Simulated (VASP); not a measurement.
# Bi: single point with RPBE

Crystal: Bi.

```
CELL_PARAMETERS angstrom
-1.98459 1.98459 1.98459
1.98459 -1.98459 1.98459
1.98459 1.98459 -1.98459
ATOMIC_POSITIONS crystal
Bi 0.00000 0.00000 0.00000
```

This cell differs from its parent crystal: volume scaled by 0.96.

```yaml
Program: VASP 6.6.1
Task: single point
Functional: RPBE
Potentials_or_basis: VASP PAW PBE potentials, release 64 (Bi_d)
Cutoff: 520 eV
k_mesh: 12 × 12 × 12
Occupations: fermi-dirac, width 0.1 eV
Spin: no spin polarisation
Dipole_correction: no
Further_INCAR_settings: ALGO = Normal; EDIFF = 1e-07; NBANDS = 14
```

```json
{
 "Pressure": "1.7 GPa"
}
```

Levels at points of the mesh, in eV from the Fermi level:
| k point | band 4 | band 5 | band 6 | band 7 | band 8 | band 9 | band 10 | band 11 |
| --- | --- | --- | --- | --- | --- | --- | --- | --- |
| (0.00, 0.00, 0.00) | -23.03 | -23.03 | -13.52 | 5.07 | 5.07 | 5.07 | 9.00 | 10.40 |
| (0.50, 0.00, 0.00) | -23.03 | -22.94 | -10.50 | -5.09 | 1.54 | 3.41 | 5.88 | 7.48 |
| (0.50, 0.50, 0.50) | -22.96 | -22.96 | -8.40 | -1.83 | -1.83 | -1.83 | 3.47 | 3.47 |

Wall time 13 s on 1 thread of Intel(R) Xeon(R) 6975P-C (Granite Rapids) (shared host), peak memory 0.16 GiB.

Caveat: the PAW data sets were made with another functional, which shifts forces and pressure a little; spin-orbit coupling is left out, which moves the levels of the heavy elements.
